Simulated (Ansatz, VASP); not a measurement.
SiGe in VASP and in Ansatz

```xyz
4
Lattice="3.8421 0.0000 0.0000 -1.9210 3.3273 0.0000 0.0000 0.0000 6.5008" Properties=species:S:1:pos:R:3 pbc="T T T"
Si    0.0000    2.2182    0.0102
Si    1.9210    1.1091    3.2606
Ge    0.0000    2.2182    2.4211
Ge    1.9210    1.1091    5.6715
```

Change from the starting cell: strained cell.

Alike in both runs: functional PBEsol; k mesh 9 × 9 × 6; occupations gaussian, width 0.02 eV; no spin polarisation.

Ansatz relaxed the structure, and its values are those at the end. VASP's run is a single point on that final structure, the one shown.

```csv
,VASP,Ansatz
version,VASP 6.6.1,Ansatz 0.2.0
potentials or method,"VASP PAW PBE potentials, release 64 (Si, Ge_d), cutoff 500 eV","scalar-relativistic, plane waves, PAW"
valence electrons in the cell,36,36
```

|  | VASP | Ansatz | Ansatz less VASP |
| --- | --- | --- | --- |
| gap on the k mesh at the Fermi level (eV) | 0.29 | 0.29 | 0.000 |
| least direct gap on the mesh (eV) | 0.70 | 0.70 | -0.005 |
| pressure (GPa) | 1.7 | 1.8 | +0.05 |

VASP's potentials were made for PBE, not for PBEsol, and Ansatz warns of the same on its side. With one functional, cell and mesh, what is left measures potentials, basis and numerics. Ansatz's warnings: stress scf threshold loose.
